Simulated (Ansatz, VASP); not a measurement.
## Te2Mo: VASP beside Ansatz

```
CELL_PARAMETERS angstrom
3.56242 0.00000 0.00000
-1.78121 3.08514 0.00000
0.00000 0.00000 31.56327
ATOMIC_POSITIONS crystal
Te 0.00000 0.00000 0.05676
Te 0.33333 0.66667 0.28899
Te 0.33333 0.66667 0.82440
Te 0.33333 0.66667 0.17560
Te 0.33333 0.66667 0.71101
Te 0.00000 0.00000 0.94324
Mo 0.33333 0.66667 0.00000
Mo 0.00000 0.00000 0.23231
Mo 0.00000 0.00000 0.76769
```

Alike in both runs: task relaxation of cell and atoms; functional PBEsol; dispersion D3(BJ); k mesh 9 × 9 × 1; occupations fermi-dirac, width 0.05 eV; no spin polarisation.

|  | VASP | Ansatz |
| --- | --- | --- |
| version | VASP 6.6.1 | Ansatz 0.2.0 |
| potentials or method | VASP PAW PBE potentials, release 64 (Te, Mo_sv) | Ansatz PAW |
| plane-wave cutoff (eV) | 600 | 420 |
| valence electrons in the cell | 78 | 138 |

Ansatz gave:

| Quantity | Value |
| --- | --- |
| gap on the k mesh at the Fermi level, each at its own relaxed structure (eV) | 0.56 |
| relaxed volume (Å³/atom) | 23.57 |
| relaxed cell length with the largest relative difference (Å) | 20.786 |

Task: Estimate VASP's values.

Result: gap on the k mesh at the Fermi level, each at its own relaxed structure (eV): 0.63; relaxed volume (Å³/atom): 32.89; relaxed cell length with the largest relative difference (Å): 28.926.

VASP's potentials were made for PBE, not for PBEsol. One of these differences is far larger than is usual between the two programs; its cause wasn't traced. VASP's potentials hold 78 valence electrons a cell and Ansatz's 138, so a difference there can come from the potentials and not from the codes.

Neither program's run includes spin-orbit coupling. Noted on Ansatz's run: the volume moved by over 15 % at a fixed basis, so the end points are rough; odd divisions of the mesh miss points on the zone boundary, where band edges often lie, so the gap on the mesh can be too wide; the plane-wave basis is chosen anew once the cell has moved, so the energies of steps on either side of that aren't comparable.
